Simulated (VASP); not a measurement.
# F2 in VASP: single point with LDA

Aim: the single point of F2 with LDA.

Program: VASP 6.6.1. These are calculated values, not measurements. Logs are shortened: lines on timing, memory, paths and dates and some standing lists are left out, and cuts for length are marked.

**1. The cell of the first run**

The cell holds a molecule in a box, 2 atoms: a = 9.000 Å, b = 9.500 Å, c = 10.000 Å, α = 90.00°, β = 90.00°, γ = 90.00°.

**2. Single point, LDA**

The input, INCAR:

```
  ALGO = Normal
  EDIFF = 1E-6
  ENCUT = 1010
  GGA_COMPAT = F
  ISIF = 2
  ISMEAR = -1
  LASPH = T
  LCHARG = T
  LELF = T
  LREAL = F
  LVHAR = T
  LWAVE = F
  NBANDS = 14
  NELM = 120
  NELMDL = -8
  PREC = Accurate
  SIGMA = 0.05
```

The input, KPOINTS:

```
k-points
0
Gamma
  1 1 1
```

The input, POSCAR:

```
F
1.0
    9.0000000000      0.0000000000      0.0000000000
    0.0000000000      9.5000000000      0.0000000000
    0.0000000000      0.0000000000     10.0000000000
F
2
Direct
    0.5000000000      0.5000000000      0.4307944168
    0.5000000000      0.5000000000      0.5692055832
```

Potentials or basis: VASP PAW LDA potentials, release 64 (F_h).

The run is started by

```bash
cat potpaw_LDA.64/F_h/POTCAR > POTCAR
mpirun -np 1 vasp_gam > vasp.out
```

OUTCAR:

```text
EDIFF = 1E-6
   ENCUT = 1010
   ISIF = 2
   ISMEAR = -1
   LASPH = T
   LREAL = F
   NELM = 120
   NELMDL = -8
   PREC = Accurate

 ion  position               nearest neighbor table
   1  0.500  0.500  0.431-   2 1.38
   2  0.500  0.500  0.569-   1 1.38

  LATTYP: Found a simple orthorhombic cell.
 ALAT       =     9.0000000000
 B/A-ratio  =     1.0555555556
 C/A-ratio  =     1.1111111111

  Lattice vectors:

 A1 = (   9.0000000000,   0.0000000000,   0.0000000000)
 A2 = (   0.0000000000,   9.5000000000,   0.0000000000)
 A3 = (   0.0000000000,   0.0000000000,  10.0000000000)

Analysis of symmetry for initial positions (statically):
=====================================================================
 Subroutine PRICEL returns:
 Original cell was already a primitive cell.

 Routine SETGRP: Setting up the symmetry group for a
 simple orthorhombic supercell.

 Subroutine GETGRP returns: Found  8 space group operations
 (whereof  8 operations were pure point group operations)
 out of a pool of  8 trial point group operations.

The static configuration has the point symmetry D_2h.

Analysis of symmetry for dynamics (positions and initial velocities):
=====================================================================
 Subroutine PRICEL returns:
 Original cell was already a primitive cell.

 Routine SETGRP: Setting up the symmetry group for a
 simple orthorhombic supercell.

 Subroutine GETGRP returns: Found  8 space group operations
 (whereof  8 operations were pure point group operations)
 out of a pool of  8 trial point group operations.

The dynamic configuration has the point symmetry D_2h.

 Subroutine INISYM returns: Found  8 space group operations
 (whereof  8 operations are pure point group operations),
 and found     1 'primitive' translations

----------------------------------------------------------------------------------------

                                     Primitive cell

  volume of cell :     855.0000

  direct lattice vectors                    reciprocal lattice vectors
     9.000000000  0.000000000  0.000000000     0.111111111  0.000000000  0.000000000
     0.000000000  9.500000000  0.000000000     0.000000000  0.105263158  0.000000000
     0.000000000  0.000000000 10.000000000     0.000000000  0.000000000  0.100000000

  length of vectors
     9.000000000  9.500000000 10.000000000     0.111111111  0.105263158  0.100000000

  position of ions in fractional coordinates (direct lattice)
     0.500000000  0.500000000  0.430794417
     0.500000000  0.500000000  0.569205583

  ion indices of the primitive-cell ions
   primitive index   ion index
                 1           1
                 2           2

----------------------------------------------------------------------------------------

 KPOINTS: k-points

Automatic generation of k-mesh.
 Grid dimensions read from file:
 generate k-points for:    1    1    1

 Generating k-lattice:

  Cartesian coordinates                     Fractional coordinates (reciprocal lattice)
     0.111111111  0.000000000  0.000000000     1.000000000  0.000000000  0.000000000
     0.000000000  0.105263158  0.000000000     0.000000000  1.000000000  0.000000000
     0.000000000  0.000000000  0.100000000     0.000000000  0.000000000  1.000000000

  Length of vectors
     0.111111111  0.105263158  0.100000000

  Shift w.r.t. Gamma in fractional coordinates (k-lattice)
     0.000000000  0.000000000  0.000000000

 Subroutine IBZKPT returns following result:
 ===========================================

 Found      1 irreducible k-points:

 Following reciprocal coordinates:
            Coordinates               Weight
  0.000000  0.000000  0.000000      1.000000
   k-points           NKPTS =      1   k-points in BZ     NKDIM =      1   number of bands    NBANDS=     14
   number of dos      NEDOS =    301   number of ions     NIONS =      2
   total plane-waves  NPLWV = ******
   dimension x,y,z NGX =    96 NGY =   98 NGZ =  108
   dimension x,y,z NGXF=   192 NGYF=  196 NGZF=  216
   ions per type =               2
   NGX,Y,Z   is equivalent  to a cutoff of  17.73, 17.15, 17.95 a.u.
   NGXF,Y,Z  is equivalent  to a cutoff of  35.47, 34.30, 35.91 a.u.
 SYSTEM =  unknown system
   PREC   = accura    normal or accurate (medium, high low for compatibility)
   ISTART =      0    job   : 0-new  1-cont  2-samecut
   ICHARG =      2    charge: 1-file 2-atom 10-const
   ISPIN  =      1    spin polarized calculation?
   LNONCOLLINEAR =      F non collinear calculations
   LSORBIT =      F    spin-orbit coupling
   LASPH  =      T    aspherical Exc in radial PAW
   ENCUT  = 1010.0 eV  74.23 Ry    8.62 a.u.  23.32 24.62 25.91*2*pi/ulx,y,z
   NELM   =    120;   NELMIN=  2; NELMDL= -8     # of ELM steps
   EDIFF  = 0.1E-05   stopping-criterion for ELM
   LREAL  =      F    real-space projection
   EDIFFG = 0.1E-04   stopping-criterion for IOM
   NSW    =      0    number of steps for IOM
   IBRION =     -1    ionic relax: 0-MD 1-quasi-New 2-CG
   NFREE  =      0    steps in history (QN), initial steepest desc. (CG)
   ISIF   =      2    stress and relaxation
   ISYM   =      2    0-nonsym 1-usesym 2-fastsym
   POTIM  = 0.5000    time-step for ionic-motion
   TEBEG  =    0.0;   TEEND  =   0.0 temperature during run
   PSTRESS=    0.0 pullay stress
   NELECT =      14.0000    total number of electrons
   NUPDOWN=      -1.0000    fix difference up-down
   EMIN   =  10.00;   EMAX   =-10.00  energy-range for DOS
   EFERMI =   0.00;   METHOD = LEGACY
   ISMEAR =    -1;   SIGMA  =   0.05  broadening in eV -4-tet -1-fermi 0-gaus
   EFERMI_NEDOS =   21; number of points for ismear=-14 and -15
   IALGO  =     38    algorithm
   IMIX   =      4    mixing-type and parameters
     AMIX     =   0.40;   BMIX     =  1.00
     AMIX_MAG =   1.60;   BMIX_MAG =  1.00
  volume/ion in A,a.u.               =     427.50      2884.91
  Fermi-wavevector in a.u.,A,eV,Ry     =   0.415715  0.785587  2.351342  0.172819
  Thomas-Fermi vector in A             =   1.374838
   LORBIT       =      0    0 simple, 1 ext, 2 COOP (PROOUT), +10 PAW based schemes
   GGA     = CA    functional components
   LHFCALC =     F    Hartree Fock is set to
   AEXX    =    0.0000 exact exchange contribution
   IVDW    =     0    specifies the selected vdW correction
   LEPSILON=     F    determine dielectric tensor
   LRPA    =     F    only Hartree local field effects (RPA)
 non-spin polarized calculation
  energy-cutoff  :     1010.00
  volume of cell :      855.00
 maximum number of plane-waves:     31153
 NGX is ok and might be reduce to    96
   NGX = 47   NGY = 49   NGZ = 51

 number of electron      13.9999997 magnetization

 Free energy of the ion-electron system (eV)
  ---------------------------------------------------
  ext. energy  EPLUGINS =         0.00000000
  ---------------------------------------------------
  free energy    TOTEN  =        -4.20127301 eV

  energy without entropy =       -4.20127301  energy(sigma->0) =       -4.20127301

 E-fermi :  -8.0154     XC(G=0):  -0.5974

 val. band max:       -9.3301435319   @ k =   0.0000   0.0000   0.0000
 cond. band min:      -5.5441468495   @ k =   0.0000   0.0000   0.0000
 fundamental gap:      3.7859966824
 Fermi energy:        -8.0154229128

 k-point     1 :       0.0000    0.0000    0.0000
  band No.  band energies     occupation
      1     -34.1583      2.00000
      2     -27.1160      2.00000
      3     -15.6860      2.00000
      4     -13.0517      2.00000
      5     -13.0517      2.00000
      6      -9.3301      2.00000
      7      -9.3301      2.00000
      8      -5.5441      0.00000
      9      -0.2330      0.00000
     10       1.2646      0.00000
     11       1.2783      0.00000
     12       1.4340      0.00000
     13       1.5906      0.00000
     14       1.6045      0.00000

------------------------ aborting loop because EDIFF is reached ----------------------------------------

  FORCE on cell =-STRESS in cart. coord.  units (eV):
  Direction    XX          YY          ZZ          XY          YZ          ZX
  --------------------------------------------------------------------------------------
  -------------------------------------------------------------------------------------
  Total       -0.0316099     -0.0292021      0.1420297      0.0000000      0.0000000      0.0000000
  in kB       -0.0592336     -0.0547215      0.2661482      0.0000000      0.0000000      0.0000000
  external PRESSURE =       0.0507310 kB  Pullay stress =       0.0000000 kB

 VOLUME and BASIS-vectors are now :
 -----------------------------------------------------------------------------
  energy-cutoff  :     1010.00
  volume of cell :      855.00
      direct lattice vectors                 reciprocal lattice vectors
     9.000000000  0.000000000  0.000000000     0.111111111  0.000000000  0.000000000
     0.000000000  9.500000000  0.000000000     0.000000000  0.105263158  0.000000000
     0.000000000  0.000000000 10.000000000     0.000000000  0.000000000  0.100000000

 POSITION                                       TOTAL-FORCE (eV/Angst)
 -----------------------------------------------------------------------------------
      4.50000      4.75000      4.30794         0.000000     -0.000000     -0.123208
      4.50000      4.75000      5.69206         0.000000      0.000000      0.123208
 -----------------------------------------------------------------------------------
    total drift:                                0.000000      0.000000      0.000000

  FREE ENERGIE OF THE ION-ELECTRON SYSTEM (eV)
  ---------------------------------------------------
  free  energy   TOTEN  =        -4.2012730061 eV

  energy  without entropy=       -4.2012730061  energy(sigma->0) =       -4.20127301
```

It took 73 s on 1 thread of Intel Xeon 6975P-C (Granite Rapids), shared host; peak memory 0.97 GiB.

What came out:

| Quantity | Value |
| --- | --- |
| Free energy | -4.2013 eV |
| Largest force | 0.123 eV/Å |
| Gap between the frontier levels | 3.79 eV |

Forces on the atoms (eV/Å):
```
F    0.000  0.000 -0.123
F    0.000  0.000  0.123
```
